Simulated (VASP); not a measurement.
# Pb (Fm-3m) in VASP: notebook

The runs below take Pb through relaxation of cell and atoms, with revPBE, PBEsol+D3(BJ), PBEsol+D4, r2SCAN.

All numbers are computed with VASP 6.6.1; they aren't measurements. Logs are shortened: lines on timing, memory, paths and dates and some standing lists are left out, and cuts for length are marked.

**1. The cell of the first run**

The structure is cubic, space group Fm-3m (No. 225). The conventional cell has a = 4.950 Å, b = 4.950 Å, c = 4.950 Å, α = 90.00°, β = 90.00°, γ = 90.00°. Within 4.6 Å of Pb (site symmetry m-3m) lie 12 Pb at 3.50 Å.

**2. Relaxation of cell and atoms, revPBE**

INCAR reads:

```
SYSTEM = Pb
PREC = Accurate
ENCUT = 600
EDIFF = 1E-6
ISMEAR = -1
SIGMA = 0.05
LREAL = .False.
LASPH = .True.
NELM = 80
ALGO = Normal
ISIF = 3
LWAVE = .False.
LCHARG = .False.
GGA = RE
IBRION = 2
NSW = 60
EDIFFG = -0.01
```

KPOINTS reads:

```
regular mesh
0
Gamma
  9 9 9
  0 0 0
```

POSCAR reads:

```
Pb
1.0
    0.0000000000      2.4750200000      2.4750200000
    2.4750200000      0.0000000000      2.4750200000
    2.4750200000      2.4750200000      0.0000000000
Pb
1
Direct
    0.0000000000      0.0000000000      0.0000000000
```

Potentials or basis: VASP PAW PBE potentials, release 64 (Pb_d).

Started as:

```
cat potpaw_PBE.64/Pb_d/POTCAR > POTCAR
mpirun -np 1 vasp_std > vasp.out
```

OUTCAR:

```text
SYSTEM = Pb
   PREC = Accurate
   ENCUT = 600
   EDIFF = 1E-6
   ISMEAR = -1
   LREAL = .False.
   LASPH = .True.
   NELM = 80
   ISIF = 3
   GGA = RE
   IBRION = 2
   NSW = 60
   EDIFFG = -0.01

 ion  position               nearest neighbor table
   1  0.000  0.000  0.000-

  LATTYP: Found a face centered cubic cell.
 ALAT       =     4.9500400000

  Lattice vectors:

 A1 = (   0.0000000000,   2.4750200000,   2.4750200000)
 A2 = (   2.4750200000,   0.0000000000,   2.4750200000)
 A3 = (   2.4750200000,   2.4750200000,   0.0000000000)

Analysis of symmetry for initial positions (statically):
[... 5 lines left out ...]
 face centered cubic supercell.

 Subroutine GETGRP returns: Found 48 space group operations
 (whereof 48 operations were pure point group operations)
 out of a pool of 48 trial point group operations.

The static configuration has the point symmetry O_h .

Analysis of symmetry for dynamics (positions and initial velocities):
[... 5 lines left out ...]
 face centered cubic supercell.

 Subroutine GETGRP returns: Found 48 space group operations
 (whereof 48 operations were pure point group operations)
 out of a pool of 48 trial point group operations.

The dynamic configuration has the point symmetry O_h .

 Subroutine INISYM returns: Found 48 space group operations
 (whereof 48 operations are pure point group operations),
 and found     1 'primitive' translations

----------------------------------------------------------------------------------------

                                     Primitive cell

  volume of cell :      30.3226

  direct lattice vectors                    reciprocal lattice vectors
     0.000000000  2.475020000  2.475020000    -0.202018570  0.202018570  0.202018570
     2.475020000  0.000000000  2.475020000     0.202018570 -0.202018570  0.202018570
     2.475020000  2.475020000  0.000000000     0.202018570  0.202018570 -0.202018570

  length of vectors
     3.500206851  3.500206851  3.500206851     0.349906427  0.349906427  0.349906427

  position of ions in fractional coordinates (direct lattice)
     0.000000000  0.000000000  0.000000000

  ion indices of the primitive-cell ions
   primitive index   ion index
                 1           1

----------------------------------------------------------------------------------------

 KPOINTS: regular mesh

Automatic generation of k-mesh.
 Grid dimensions read from file:
 generate k-points for:    9    9    9

 Generating k-lattice:

  Cartesian coordinates                     Fractional coordinates (reciprocal lattice)
    -0.022446508  0.022446508  0.022446508     0.111111111  0.000000000  0.000000000
     0.022446508 -0.022446508  0.022446508     0.000000000  0.111111111  0.000000000
     0.022446508  0.022446508 -0.022446508     0.000000000  0.000000000  0.111111111

[... 48 lines left out ...]
   ISTART =      0    job   : 0-new  1-cont  2-samecut
   ICHARG =      2    charge: 1-file 2-atom 10-const
   ISPIN  =      1    spin polarized calculation?
   LNONCOLLINEAR =      F non collinear calculations
   LSORBIT =      F    spin-orbit coupling
   LASPH  =      T    aspherical Exc in radial PAW
   ENCUT  =  600.0 eV  44.10 Ry    6.64 a.u.   6.99  6.99  6.99*2*pi/ulx,y,z
   NELM   =     80;   NELMIN=  2; NELMDL= -5     # of ELM steps
   EDIFF  = 0.1E-05   stopping-criterion for ELM
   LREAL  =      F    real-space projection
   EDIFFG = -.1E-01   stopping-criterion for IOM
   NSW    =     60    number of steps for IOM
   IBRION =      2    ionic relax: 0-MD 1-quasi-New 2-CG
   NFREE  =      1    steps in history (QN), initial steepest desc. (CG)
   ISIF   =      3    stress and relaxation
   ISYM   =      2    0-nonsym 1-usesym 2-fastsym
   POTIM  = 0.5000    time-step for ionic-motion
   TEBEG  =    0.0;   TEEND  =   0.0 temperature during run
   PSTRESS=    0.0 pullay stress
   NELECT =      14.0000    total number of electrons
   NUPDOWN=      -1.0000    fix difference up-down
   EMIN   =  10.00;   EMAX   =-10.00  energy-range for DOS
   EFERMI =   0.00;   METHOD = LEGACY
   ISMEAR =    -1;   SIGMA  =   0.05  broadening in eV -4-tet -1-fermi 0-gaus
   EFERMI_NEDOS =   21; number of points for ismear=-14 and -15
   IALGO  =     38    algorithm
   IMIX   =      4    mixing-type and parameters
     AMIX     =   0.40;   BMIX     =  1.00
     AMIX_MAG =   1.60;   BMIX_MAG =  1.00
  volume/ion in A,a.u.               =      30.32       204.63
  Fermi-wavevector in a.u.,A,eV,Ry     =   1.265306  2.391081 21.782907  1.600999
  Thomas-Fermi vector in A             =   2.398566
   LORBIT       =      0    0 simple, 1 ext, 2 COOP (PROOUT), +10 PAW based schemes
   GGA     = RE    functional components
   LHFCALC =     F    Hartree Fock is set to
   AEXX    =    0.0000 exact exchange contribution
   IVDW    =     0    specifies the selected vdW correction
   LEPSILON=     F    determine dielectric tensor
   LRPA    =     F    only Hartree local field effects (RPA)
 conjugate gradient relaxation of ions
 non-spin polarized calculation
  energy-cutoff  :      600.00
  volume of cell :       30.32
 maximum number of plane-waves:      1022
   NGX = 13   NGY = 13   NGZ = 13

--------------------------------------- Ionic step        1  -------------------------------------------

 number of electron      13.9999999 magnetization

 Free energy of the ion-electron system (eV)
  ---------------------------------------------------
  ext. energy  EPLUGINS =         0.00000000
  ---------------------------------------------------
  free energy    TOTEN  =        -3.23669990 eV

  energy without entropy =       -3.23359885  energy(sigma->0) =       -3.23514937

 E-fermi :   7.2334     XC(G=0): -10.1151

 val. band max:        7.0093123076   @ k =  -0.3333   0.3333   0.1111
 cond. band min:       7.2395939260   @ k =  -0.2222   0.3333   0.1111
 fundamental gap:      0.2302816185
 Fermi energy:         7.2333808324

 k-point     1 :       0.0000    0.0000    0.0000
  band No.  band energies     occupation
      1      -9.7509      2.00000
      2      -9.7509      2.00000
      3      -9.7509      2.00000
      4      -9.6122      2.00000
      5      -9.6122      2.00000
      6      -4.3758      2.00000
      7      14.8107      0.00000
      8      14.8107      0.00000
      9      14.8107      0.00000
     10      17.1098      0.00000
     11      18.6852      0.00000
[... 391 lines left out ...]
--------------------------------------- Ionic step        3  -------------------------------------------

 number of electron      14.0000002 magnetization

 Free energy of the ion-electron system (eV)
  ---------------------------------------------------
  ext. energy  EPLUGINS =         0.00000000
  ---------------------------------------------------
  free energy    TOTEN  =        -3.26060502 eV

  energy without entropy =       -3.25740580  energy(sigma->0) =       -3.25900541

 E-fermi :   6.4391     XC(G=0):  -9.7542

 val. band max:        6.3842278641   @ k =   0.3333   0.3333   0.0000
 cond. band min:       6.4792203511   @ k =  -0.2222   0.3333   0.1111
 fundamental gap:      0.0949924870
 Fermi energy:         6.4391446845

 k-point     1 :       0.0000    0.0000    0.0000
  band No.  band energies     occupation
      1     -10.5236      2.00000
      2     -10.5236      2.00000
      3     -10.5236      2.00000
      4     -10.4143      2.00000
      5     -10.4143      2.00000
      6      -4.7026      2.00000
      7      13.4088      0.00000
      8      13.4088      0.00000
      9      13.4088      0.00000
     10      16.2360      0.00000
     11      16.9162      0.00000
[... 350 lines left out ...]
  FREE ENERGIE OF THE ION-ELECTRON SYSTEM (eV)
  ---------------------------------------------------
  free  energy   TOTEN  =        -3.2606050225 eV

  energy  without entropy=       -3.2574057980  energy(sigma->0) =       -3.25900541

 reached required accuracy - stopping structural energy minimisation
```

Wall time 13 s (1 thread of Intel Xeon 6975P-C (Granite Rapids), shared host); peak memory 0.16 GiB.

Results:

* Free energy: -3.2606 eV
* Relaxed volume: 32.71 Å³/atom
* Relaxed cell: a = 3.590 Å, b = 3.590 Å, c = 3.590 Å, α = 60.00°, β = 60.00°, γ = 60.00°
* Space group after relaxing (to 0.05 Å): Fm-3m (No. 225)
* Energy gained by relaxing: 23.9 meV/atom
* Ionic steps: 3
* Pressure after relaxing: 0.0 GPa
* Band gap on the k mesh: zero (band 7 reaches 13.41 eV, above the bottom of band 8 at 5.17 eV)

The path:
```tsv
step	energy change (eV)	largest force (eV/Å)	pressure (GPa)	volume (Å³)
1	0.0000	0.0000	3.42	30.32
2	-0.0230	0.0000	-0.62	33.25
3	-0.0239	0.0000	0.04	32.71
```

Final structure:
```cif
data_structure
_symmetry_space_group_name_H-M 'P 1'
_symmetry_Int_Tables_number 1
_cell_length_a 3.5896
_cell_length_b 3.5896
_cell_length_c 3.5896
_cell_angle_alpha 60.000
_cell_angle_beta 60.000
_cell_angle_gamma 60.000
_cell_volume 32.71
loop_
_atom_site_label
_atom_site_type_symbol
_atom_site_fract_x
_atom_site_fract_y
_atom_site_fract_z
_atom_site_occupancy
Pb1 Pb 0.00000 0.00000 0.00000 1
```

Caveat: the PAW data sets were made with another functional, which shifts forces and pressure a little; spin-orbit coupling is left out, which moves the levels of the heavy elements.

**3. Relaxation of cell and atoms, PBEsol+D3(BJ)**

INCAR reads:

```
SYSTEM = Pb
ALGO = Fast
EDIFF = 1E-7
EDIFFG = -0.01
ENCUT = 600
GGA = PS
IBRION = 2
ISIF = 3
ISMEAR = -1
IVDW = 12
LASPH = .TRUE.
LCHARG = .FALSE.
LREAL = .FALSE.
LWAVE = .FALSE.
NELM = 60
NSW = 60
PREC = Accurate
SIGMA = 0.05
```

KPOINTS reads:

```
k-points
0
G
  9 9 9
  0 0 0
```

POSCAR is that of step 2.

Potentials or basis: VASP PAW PBE potentials, release 64 (Pb_d).

Started as:

```
cat potpaw_PBE.64/Pb_d/POTCAR > POTCAR
mpirun -np 1 vasp_std > vasp.out
```

OUTCAR:

```text
SYSTEM = Pb
   EDIFF = 1E-7
   EDIFFG = -0.01
   ENCUT = 600
   GGA = PS
   IBRION = 2
   ISIF = 3
   ISMEAR = -1
   IVDW = 12
   LASPH = .TRUE.
   LREAL = .FALSE.
   NELM = 60
   NSW = 60
   PREC = Accurate
 IVDW          = 12

 ion  position               nearest neighbor table
   1  0.000  0.000  0.000-

  LATTYP: Found a face centered cubic cell.
 ALAT       =     4.9500400000

  Lattice vectors:

 A1 = (   0.0000000000,   2.4750200000,   2.4750200000)
 A2 = (   2.4750200000,   0.0000000000,   2.4750200000)
 A3 = (   2.4750200000,   2.4750200000,   0.0000000000)

Analysis of symmetry for initial positions (statically):
[... 5 lines left out ...]
 face centered cubic supercell.

 Subroutine GETGRP returns: Found 48 space group operations
 (whereof 48 operations were pure point group operations)
 out of a pool of 48 trial point group operations.

The static configuration has the point symmetry O_h .

Analysis of symmetry for dynamics (positions and initial velocities):
[... 5 lines left out ...]
 face centered cubic supercell.

 Subroutine GETGRP returns: Found 48 space group operations
 (whereof 48 operations were pure point group operations)
 out of a pool of 48 trial point group operations.

The dynamic configuration has the point symmetry O_h .

 Subroutine INISYM returns: Found 48 space group operations
 (whereof 48 operations are pure point group operations),
 and found     1 'primitive' translations

----------------------------------------------------------------------------------------

                                     Primitive cell

  volume of cell :      30.3226

  direct lattice vectors                    reciprocal lattice vectors
     0.000000000  2.475020000  2.475020000    -0.202018570  0.202018570  0.202018570
     2.475020000  0.000000000  2.475020000     0.202018570 -0.202018570  0.202018570
     2.475020000  2.475020000  0.000000000     0.202018570  0.202018570 -0.202018570

  length of vectors
     3.500206851  3.500206851  3.500206851     0.349906427  0.349906427  0.349906427

  position of ions in fractional coordinates (direct lattice)
     0.000000000  0.000000000  0.000000000

  ion indices of the primitive-cell ions
   primitive index   ion index
                 1           1

----------------------------------------------------------------------------------------

[... 85 lines left out ...]
   EFERMI_NEDOS =   21; number of points for ismear=-14 and -15
   IALGO  =     68    algorithm
   IMIX   =      4    mixing-type and parameters
     AMIX     =   0.40;   BMIX     =  1.00
     AMIX_MAG =   1.60;   BMIX_MAG =  1.00
  volume/ion in A,a.u.               =      30.32       204.63
  Fermi-wavevector in a.u.,A,eV,Ry     =   1.265306  2.391081 21.782907  1.600999
  Thomas-Fermi vector in A             =   2.398566
   LORBIT       =      0    0 simple, 1 ext, 2 COOP (PROOUT), +10 PAW based schemes
   GGA     = PS    functional components
   LHFCALC =     F    Hartree Fock is set to
   AEXX    =    0.0000 exact exchange contribution
   IVDW    =    12    specifies the selected vdW correction
   LEPSILON=     F    determine dielectric tensor
   LRPA    =     F    only Hartree local field effects (RPA)
 conjugate gradient relaxation of ions
 non-spin polarized calculation
 RMM-DIIS sequential band-by-band and
  energy-cutoff  :      600.00
  volume of cell :       30.32
 maximum number of plane-waves:      1022
   NGX = 13   NGY = 13   NGZ = 13

--------------------------------------- Ionic step        1  -------------------------------------------

 number of electron      13.9999999 magnetization

 Free energy of the ion-electron system (eV)
  ---------------------------------------------------
  ext. energy  EPLUGINS =         0.00000000
  ---------------------------------------------------
  free energy    TOTEN  =        -4.01738408 eV

  energy without entropy =       -4.01428197  energy(sigma->0) =       -4.01583302

------------------------ aborting loop because EDIFF is reached ----------------------------------------

 Edisp (eV)   -0.44141

 E8    (eV) :    -0.3225
[... 69 lines left out ...]
--------------------------------------- Ionic step        3  -------------------------------------------

 number of electron      14.0000001 magnetization

 Free energy of the ion-electron system (eV)
  ---------------------------------------------------
  ext. energy  EPLUGINS =         0.00000000
  ---------------------------------------------------
  free energy    TOTEN  =        -4.00636772 eV

  energy without entropy =       -4.00306990  energy(sigma->0) =       -4.00471881

 E-fermi :   7.6292     XC(G=0): -10.6435

 val. band max:        7.6259268997   @ k =  -0.2222   0.3333   0.1111
 cond. band min:       7.9300023077   @ k =   0.3333   0.3333   0.0000
 fundamental gap:      0.3040754080
 Fermi energy:         7.6291787082

 k-point     1 :       0.0000    0.0000    0.0000
  band No.  band energies     occupation
      1      -9.2244      2.00000
      2      -9.2244      2.00000
      3      -9.2244      2.00000
      4      -9.0527      2.00000
      5      -9.0527      2.00000
      6      -4.3927      2.00000
      7      15.7251      0.00000
      8      15.7251      0.00000
      9      15.7251      0.00000
     10      17.6107      0.00000
     11      19.9303      0.00000
[... 309 lines left out ...]
 k-point    24 :       0.4444    0.4444    0.0000
  band No.  band energies     occupation
      1      -9.4209      2.00000
      2      -9.3146      2.00000
      3      -8.9083      2.00000
      4      -8.8627      2.00000
      5      -8.8627      2.00000
      6       0.6434      2.00000
      7       4.9433      2.00000
      8      10.0279      0.00000
      9      10.0279      0.00000
     10      13.4684      0.00000
     11      14.7117      0.00000

 [... further k-points ...]

------------------------ aborting loop because EDIFF is reached ----------------------------------------

 Edisp (eV)   -0.47087

 E8    (eV) :    -0.3442
[... 24 lines left out ...]
  FREE ENERGIE OF THE ION-ELECTRON SYSTEM (eV)
  ---------------------------------------------------
  free  energy   TOTEN  =        -4.4772332735 eV

  energy  without entropy=       -4.4739354513  energy(sigma->0) =       -4.47558436

 reached required accuracy - stopping structural energy minimisation
```

OSZICAR:

```text
N       E                     dE             d eps       ncg     rms          rms(c)
DAV:   1     0.107517578278E+03    0.10752E+03   -0.79360E+03   776   0.165E+03
DAV:   2     0.800128554967E+00   -0.10672E+03   -0.10443E+03   797   0.344E+02
DAV:   3    -0.391299224665E+01   -0.47131E+01   -0.46578E+01   914   0.822E+01
[... 45 lines left out ...]
RMM:  14    -0.400638661688E+01    0.34316E-04   -0.36234E-05   859   0.107E-01    0.307E-02
RMM:  15    -0.400636962960E+01    0.16987E-04   -0.34465E-05   883   0.104E-01    0.110E-02
RMM:  16    -0.400636773051E+01    0.18991E-05   -0.75481E-06   828   0.430E-02    0.309E-03
RMM:  17    -0.400636766294E+01    0.67572E-07   -0.17192E-06   797   0.184E-02    0.529E-04
RMM:  18    -0.400636771903E+01   -0.56094E-07   -0.50974E-07   679   0.116E-02
   3 F= -.44772333E+01 E0= -.44755844E+01  d E =-.184405E-01
```

CONTCAR:

```text
Pb
   1.00000000000000
     0.0000000000000000    2.4243215637999680    2.4243215637999680
     2.4243215637999680    0.0000000000000000    2.4243215637999680
     2.4243215637999680    2.4243215637999680   -0.0000000000000000
  Pb
     1
Direct
     0.0000000000000000    0.0000000000000000    0.0000000000000000

  0.00000000E+00  0.00000000E+00  0.00000000E+00
```

Wall time 25 s (1 thread of Intel Xeon 6975P-C (Granite Rapids), shared host); peak memory 0.17 GiB.

What came out:

```
Free energy                            : -4.4772 eV
Relaxed volume                         : 28.50 Å³/atom
Relaxed cell                           : a = 3.429 Å, b = 3.429 Å, c = 3.429 Å, α = 60.00°, β = 60.00°, γ = 60.00°
Space group after relaxing (to 0.05 Å) : Fm-3m (No. 225)
Energy gained by relaxing              : 18.4 meV/atom
Ionic steps                            : 3
Pressure after relaxing                : 0.0 GPa
Band gap on the k mesh                 : zero (band 7 reaches 15.73 eV, above the bottom of band 8 at 6.13 eV)
Dispersion energy per atom             : -0.471 eV
```

Step by step:
| step | energy change (eV) | largest force (eV/Å) | pressure (GPa) | volume (Å³) |
| --- | --- | --- | --- | --- |
| 1 | 0.0000 | 0.0000 | -3.03 | 30.32 |
| 2 | -0.0158 | 0.0000 | 1.36 | 27.87 |
| 3 | -0.0184 | 0.0000 | 0.00 | 28.50 |

Final structure:
```yaml
crystal:
  lattice:
    - [0.00000, 2.42432, 2.42432]
    - [2.42432, 0.00000, 2.42432]
    - [2.42432, 2.42432, 0.00000]
  atoms:
    - { symbol: Pb, position: [0.00000, 0.00000, 0.00000] }
```

Levels at points of the mesh, in eV from the Fermi level:
| k point | band 3 | band 4 | band 5 | band 6 | band 7 | band 8 | band 9 | band 10 | band 11 |
| --- | --- | --- | --- | --- | --- | --- | --- | --- | --- |
| (0.00, 0.00, 0.00) | -16.85 | -16.68 | -16.68 | -12.02 | 8.10 | 8.10 | 8.10 | 9.98 | 12.30 |

Caveat: the PAW data sets were made with another functional, which shifts forces and pressure a little; spin-orbit coupling is left out, which moves the levels of the heavy elements; pairwise dispersion overbinds metals, which lowers pressure and volume.

[end of part 1 of 2]
